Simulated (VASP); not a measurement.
# AlNi (P4/mmm) in VASP: further runs, part 2 of 2

VASP 6.6.1.

## Step 3: Single point, PBE (normal strain along x -0.0367, normal strain along y -0.0367)

The input, INCAR:

```
SYSTEM = AlNi
ALGO     = Fast           ! electronic algorithm
EDIFF    = 1E-6           ! SCF threshold, eV
ENCUT    = 520            ! plane-wave cutoff, eV
GGA      = PE             ! functional
ISIF     = 2              ! what is computed and relaxed
ISMEAR   = 0              ! smearing method
LASPH    = .TRUE.         ! aspherical terms in the spheres
LCHARG   = .FALSE.        ! write CHGCAR
LREAL    = .FALSE.        ! projectors in reciprocal space
LWAVE    = .FALSE.        ! write WAVECAR
NBANDS   = 14             ! bands
NELM     = 60             ! most SCF steps
PREC     = Accurate       ! precision mode
SIGMA    = 0.15           ! smearing width, eV
```

The input, KPOINTS:

```
k-points
0
G
  16 16 16
  0 0 0
```

The input, POSCAR:

```
AlNi
1.0
    1.9676675471     -1.9676349857      0.0000000000
    1.9676675471      1.9676349857      0.0000000000
    0.0000000000      0.0000000000      2.9004437058
Al Ni
1 1
Direct
    0.0000000000      0.0000000000      0.0000000000
    0.5000000000      0.5000000000      0.5000000000
```

Potentials or basis: VASP PAW PBE potentials, release 64 (Al, Ni).

Run with:

```bash
$ cat potpaw_PBE.64/Al/POTCAR potpaw_PBE.64/Ni/POTCAR > POTCAR
$ mpirun -np 1 vasp_std > vasp.out
```

It took 90 s on 1 thread of Intel Xeon Platinum 8488C (Sapphire Rapids), shared host; peak memory 0.32 GiB.

It converged, with:

```yaml
Free_energy: -10.4640 eV
Pressure: 14.1 GPa
Band_gap_on_the_k_mesh: zero (an odd number of electrons rules out a gap without spin polarisation)
```

Stress tensor (GPa, compression positive):
```
15.29  0.00  0.00
 0.00 15.29  0.00
 0.00  0.00 11.80
```

Levels at points of the mesh, in eV from the Fermi level:
| k point | band 3 | band 4 | band 5 | band 6 | band 7 | band 8 | band 9 | band 10 | band 11 | band 12 |
| --- | --- | --- | --- | --- | --- | --- | --- | --- | --- | --- |
| (0.00, 0.00, 0.00) | -3.51 | -1.71 | -1.71 | -1.59 | 4.77 | 6.30 | 6.30 | 8.09 | 8.50 | 14.98 |
| (0.50, 0.00, 0.00) | -2.99 | -2.60 | -2.35 | -1.60 | -0.56 | 8.31 | 9.46 | 10.85 | 10.88 | 12.11 |
| (0.50, 0.50, 0.00) | -2.86 | -2.86 | -2.38 | -2.38 | -1.02 | 1.87 | 3.05 | 12.31 | 15.06 | 15.06 |
| (0.00, 0.00, 0.50) | -3.06 | -2.35 | -2.35 | -1.51 | -0.90 | 8.37 | 10.73 | 10.73 | 11.66 | 11.66 |
| (0.50, 0.00, 0.50) | -3.25 | -3.04 | -2.21 | -2.17 | -1.14 | 1.49 | 2.65 | 13.37 | 15.74 | 16.17 |
| (0.50, 0.50, 0.50) | -4.41 | -1.12 | -1.00 | 1.89 | 2.00 | 2.00 | 4.27 | 4.57 | 4.58 | 5.03 |

Caveat: the cell differs from its parent crystal (normal strain along x -0.0367, normal strain along y -0.0367); the cell stands under pressure. Spin polarisation is off, so any magnetic state and its effect on volume and gap are missing.

## Step 4: Single point, PBE (normal strain along x +0.0367, normal strain along y +0.0367)

The input, INCAR:

```
PREC = Accurate ; ENCUT = 520
EDIFF = 1E-6 ; ISMEAR = 0
SIGMA = 0.15 ; LREAL = False
LASPH = True ; NELM = 60
ALGO = Fast ; ISIF = 2
LWAVE = False ; LCHARG = True
GGA = PE ; LELF = True
LVHAR = True ; NBANDS = 14
```

The input, KPOINTS:

```
regular mesh
0
Gamma
  16 16 16
```

The input, POSCAR:

```
AlNi
1.0
    2.1175967467     -2.1175617043      0.0000000000
    2.1175967467      2.1175617043      0.0000000000
    0.0000000000      0.0000000000      2.9004437058
Al Ni
1 1
Direct
    0.0000000000      0.0000000000      0.0000000000
    0.5000000000      0.5000000000      0.5000000000
```

Run with:

```bash
$ cat potpaw_PBE.64/Al/POTCAR potpaw_PBE.64/Ni/POTCAR > POTCAR
$ mpirun -np 1 vasp_std > vasp.out
```

It took 1.8 min on 1 thread of Intel Xeon Platinum 8488C (Sapphire Rapids), shared host; peak memory 0.35 GiB.

The run converged. Its results:

```
Free energy            : -10.4822 eV
Pressure               : -9.8 GPa
Band gap on the k mesh : zero (an odd number of electrons rules out a gap without spin polarisation)
```

Stress tensor (GPa, compression positive):
```
-10.56   0.00   0.00
  0.00 -10.55   0.00
  0.00   0.00  -8.38
```

Levels at points of the mesh, in eV from the Fermi level:
| k point | band 3 | band 4 | band 5 | band 6 | band 7 | band 8 | band 9 | band 10 | band 11 | band 12 |
| --- | --- | --- | --- | --- | --- | --- | --- | --- | --- | --- |
| (0.00, 0.00, 0.00) | -2.84 | -1.43 | -1.35 | -1.35 | 4.80 | 4.80 | 5.88 | 7.72 | 7.92 | 12.35 |
| (0.50, 0.00, 0.00) | -2.45 | -2.07 | -1.90 | -1.28 | -0.67 | 8.13 | 9.23 | 9.68 | 10.27 | 10.58 |
| (0.50, 0.50, 0.00) | -2.79 | -2.79 | -1.76 | -1.76 | -0.96 | 1.15 | 1.91 | 11.86 | 14.93 | 15.11 |
| (0.00, 0.00, 0.50) | -2.40 | -2.06 | -2.06 | -1.34 | -0.46 | 8.18 | 9.36 | 9.36 | 9.99 | 9.99 |
| (0.50, 0.00, 0.50) | -2.67 | -2.51 | -1.90 | -1.87 | -0.90 | 1.44 | 2.16 | 11.13 | 14.11 | 14.29 |
| (0.50, 0.50, 0.50) | -3.69 | -0.92 | -0.85 | 2.06 | 2.06 | 2.11 | 2.97 | 3.87 | 4.20 | 4.20 |

Caveat: the cell differs from its parent crystal (normal strain along x +0.0367, normal strain along y +0.0367); the cell stands under tension. Spin polarisation is off, so any magnetic state and its effect on volume and gap are missing.

## Step 5: Single point, PBE (normal strain along x +0.0733, normal strain along y +0.0733)

The input, INCAR:

```
SYSTEM = AlNi
PREC = Accurate
ENCUT = 520
EDIFF = 1E-6
ISMEAR = 0
SIGMA = 0.15
LREAL = .False.
LASPH = .True.
NELM = 100
ALGO = Fast
ISIF = 2
LWAVE = .False.
LCHARG = .True.
GGA = PE
LELF = .True.
LVHAR = .True.
NBANDS = 14
```

The input, KPOINTS:

```
Automatic mesh
0
Gamma
  16 16 16
  0 0 0
```

The input, POSCAR:

```
AlNi
1.0
    2.1923570833     -2.1923208037      0.0000000000
    2.1923570833      2.1923208037      0.0000000000
    0.0000000000      0.0000000000      2.9004437058
Al Ni
1 1
Direct
    0.0000000000      0.0000000000      0.0000000000
    0.5000000000      0.5000000000      0.5000000000
```

Potentials or basis: VASP PAW PBE potentials, release 64 (Al, Ni).

Run with:

```bash
$ cat potpaw_PBE.64/Al/POTCAR potpaw_PBE.64/Ni/POTCAR > POTCAR
$ mpirun -np 1 vasp_std > vasp.out
```

OUTCAR:

```text
SYSTEM = AlNi
   PREC = Accurate
   ENCUT = 520
   EDIFF = 1E-6
   ISMEAR = 0
   LREAL = .False.
   LASPH = .True.
   NELM = 100
   ISIF = 2
   GGA = PE

 ion  position               nearest neighbor table
   1  0.000  0.000  0.000-   2 2.63   2 2.63   2 2.63   2 2.63   2 2.63   2 2.63   2 2.63   2 2.63

   2  0.500  0.500  0.500-   1 2.63   1 2.63   1 2.63   1 2.63   1 2.63   1 2.63   1 2.63   1 2.63

  LATTYP: Found a base centered orthorhombic cell.
 ALAT       =     4.3846416074
 B/A-ratio  =     1.0000165485
 C/A-ratio  =     0.6615007486

  Lattice vectors:

 A1 = (  -2.1923570833,  -2.1923208037,   0.0000000000)
 A2 = (   2.1923570833,  -2.1923208037,   0.0000000000)
 A3 = (   0.0000000000,   0.0000000000,   2.9004437058)

Analysis of symmetry for initial positions (statically):
=====================================================================
 Subroutine PRICEL returns:
 Original cell was already a primitive cell.

 Routine SETGRP: Setting up the symmetry group for a
 base centered orthorhombic supercell.

 Subroutine GETGRP returns: Found  8 space group operations
 (whereof  8 operations were pure point group operations)
[... 180 lines left out ...]
      7      12.3337      0.00000
      8      12.3339      0.00000
      9      14.5054      0.00000
     10      15.5113      0.00000
     11      15.7415      0.00000
     12      19.6302      0.00000
     13      26.4183      0.00000
     14      27.9002      0.00000
[... 377 lines left out ...]
      1      -1.8143      2.00000
      2       5.5431      2.00000
      3       5.5786      2.00000
      4       6.7268      2.00000
      5       6.9161      2.00000
      6       6.9242      2.00000
      7      11.7383      0.00000
      8      11.8530      0.00000
      9      14.6571      0.00000
     10      16.2274      0.00000
     11      16.3150      0.00000
     12      19.9274      0.00000
     13      24.6652      0.00000
     14      27.1884      0.00000

 [... further k-points ...]

------------------------ aborting loop because EDIFF is reached ----------------------------------------

  FORCE on cell =-STRESS in cart. coord.  units (eV):
  Direction    XX          YY          ZZ          XY          YZ          ZX
  --------------------------------------------------------------------------------------
  -------------------------------------------------------------------------------------
  Total       -3.0475977     -3.0472191     -2.4092766      0.0000000      0.0000000      0.0000000
  in kB     -175.1291272   -175.1073701   -138.4482300      0.0000000      0.0000000      0.0000000
  external PRESSURE =    -162.8949091 kB  Pullay stress =       0.0000000 kB

 VOLUME and BASIS-vectors are now :
 -----------------------------------------------------------------------------
  energy-cutoff  :      520.00
  volume of cell :       27.88
      direct lattice vectors                 reciprocal lattice vectors
     2.192357083 -2.192320804  0.000000000     0.228065037 -0.228068811  0.000000000
     2.192357083  2.192320804  0.000000000     0.228065037  0.228068811  0.000000000
     0.000000000  0.000000000  2.900443706     0.000000000  0.000000000  0.344774835

 POSITION                                       TOTAL-FORCE (eV/Angst)
 -----------------------------------------------------------------------------------
      0.00000      0.00000      0.00000        -0.000000      0.000000      0.000000
      2.19236      0.00000      1.45022         0.000000      0.000000      0.000000
 -----------------------------------------------------------------------------------
    total drift:                                0.000000     -0.000000     -0.000000

  FREE ENERGIE OF THE ION-ELECTRON SYSTEM (eV)
  ---------------------------------------------------
  free  energy   TOTEN  =       -10.3175212809 eV

  energy  without entropy=      -10.3061781778  energy(sigma->0) =      -10.31184973
```

stdout:

```text
POSCAR found type information on POSCAR AlNi
 POSCAR found :  2 types and       2 ions
 scaLAPACK will be used
 LDA part: xc-table for (Slater+PW92), standard interpolation
 POSCAR, INCAR and KPOINTS ok, starting setup
 FFT: planning ... GRIDC
 FFT: planning ... GRID_SOFT
 FFT: planning ... GRID
 WAVECAR not read
 entering main loop
WARNING in EDDRMM: call to ZHEGV failed, returncode =   8  4     14
WARNING in EDDRMM: call to ZHEGV failed, returncode =   6  3     14
WARNING in EDDRMM: call to ZHEGV failed, returncode =   6  3     14
```

It took 2 min on 1 thread of Intel Xeon Platinum 8488C (Sapphire Rapids), shared host; peak memory 0.36 GiB.

Results:

- Free energy: -10.3175 eV
- Pressure: -16.3 GPa
- Band gap on the k mesh: zero (an odd number of electrons rules out a gap without spin polarisation)

Caveat: the cell differs from its parent crystal (normal strain along x +0.0733, normal strain along y +0.0733); the cell stands under tension. Spin polarisation is off, so any magnetic state and its effect on volume and gap are missing.

## Step 6: Summary

```tsv
cell	gap on the mesh (eV)	pressure (GPa)
a = 2.677, b = 2.677, c = 2.900 Å, 2 atoms	none	34.3
a = 2.783, b = 2.783, c = 2.900 Å, 2 atoms	none	14.1
a = 2.995, b = 2.995, c = 2.900 Å, 2 atoms	none	-9.8
a = 3.100, b = 3.100, c = 2.900 Å, 2 atoms	none	-16.3
```

Alike in all rows: task single point; level PBE; potentials or basis VASP PAW PBE potentials, release 64 (Al, Ni); no spin polarisation; k mesh 16 × 16 × 16; cutoff (eV) 520; smearing gaussian 0.15 eV.

Caveats: the cell stands under tension (at least some runs); the stress differs along the axes, from 30 to 37 GPa (at least some runs); the cell stands under pressure (at least some runs).

Total energies depend on the potentials used, so only differences within one code and one set of settings carry meaning.
